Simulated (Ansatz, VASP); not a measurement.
## Two plane-wave programs on Te

```xyz
3
Lattice="4.4083 0.0000 0.0000 -2.2041 3.8177 0.0000 0.0000 0.0000 6.0575" Properties=species:S:1:pos:R:3 pbc="T T T"
Te   -0.9454    3.8177    2.0192
Te    3.7789    1.0901    4.0384
Te    1.5748    2.7276    6.0575
```

Alike in both runs: task single point; functional LDA; k mesh 8 × 8 × 5; occupations fermi-dirac, width 0.05 eV; no spin polarisation.

```csv
,VASP,Ansatz
version,VASP 6.6.1,Ansatz 0.2.0
potentials or method,"VASP PAW LDA potentials, release 64 (Te), cutoff 520 eV","plane waves (420 eV) with PAW, scalar-relativistic"
valence electrons in the cell,18,48
```

VASP gave:

- pressure (GPa): -3.7
- traceless stress, the component that is largest in VASP (GPa): -0.77

Problem. What did Ansatz give for the same quantities?

Solution. Pressure (GPa): -3.8; traceless stress, the component that is largest in VASP (GPa): -0.81.

Ansatz warns that its potentials were made for another functional, while VASP's fit it. LDA's correlation is that of Perdew and Zunger in VASP and of Perdew and Wang (1992) in Ansatz. VASP's potentials hold 18 valence electrons a cell and Ansatz's 48, so a difference there can come from the potentials and not from the codes.

Spin-orbit coupling is off throughout.
